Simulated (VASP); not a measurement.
Write the native input for VASP 6.6.1 that does the following.

| Quantity | Value |
| --- | --- |
| Task | single point |
| Functional | PBE |
| Potentials or basis | VASP PAW PBE potentials, release 64 (Hg) |
| Cutoff | 500 eV |
| k mesh | 8 × 8 × 8 |
| Occupations | gaussian, width 0.05 eV |
| Spin | no spin polarisation |
| Dipole correction | no |
| Further INCAR settings | ALGO = Normal; EDIFF = 1e-06; NBANDS = 12 |

The structure of Hg lies in POSCAR:

```
Hg
1.0
    1.9381146894      1.1189710377      2.1818365212
   -1.9381146894      1.1189710377      2.1818365212
    0.0000000000     -2.2379420753      2.1818365212
Hg
1
Direct
    0.0000000000      0.0000000000      0.0000000000
```

The input as run:

INCAR

```
SYSTEM = Hg
PREC = Accurate
ENCUT = 500
EDIFF = 1E-6
ISMEAR = 0
SIGMA = 0.05
LREAL = .FALSE.
LASPH = .TRUE.
NELM = 120
ALGO = Normal
ISIF = 2
LWAVE = .FALSE.
LCHARG = .FALSE.
GGA = PE
NBANDS = 12
GGA_COMPAT = .FALSE.
```

KPOINTS

```
Automatic mesh
0
G
  8 8 8
  0 0 0
```

Potentials or basis: VASP PAW PBE potentials, release 64 (Hg).

Command:

```sh
$ cat potpaw_PBE.64/Hg/POTCAR > POTCAR
$ mpirun -np 1 vasp_std > vasp.out
```

It gave:

```
Pressure               : 0.2 GPa
Band gap on the k mesh : zero (bands 6 and 7 overlap by 2.65 eV)
```

Caveat: spin-orbit coupling is left out, which moves the levels of the heavy elements.

Run time: 8.1 s on 1 thread of Intel(R) Xeon(R) Platinum 8488C (Sapphire Rapids) (shared host), peak memory 0.14 GiB.
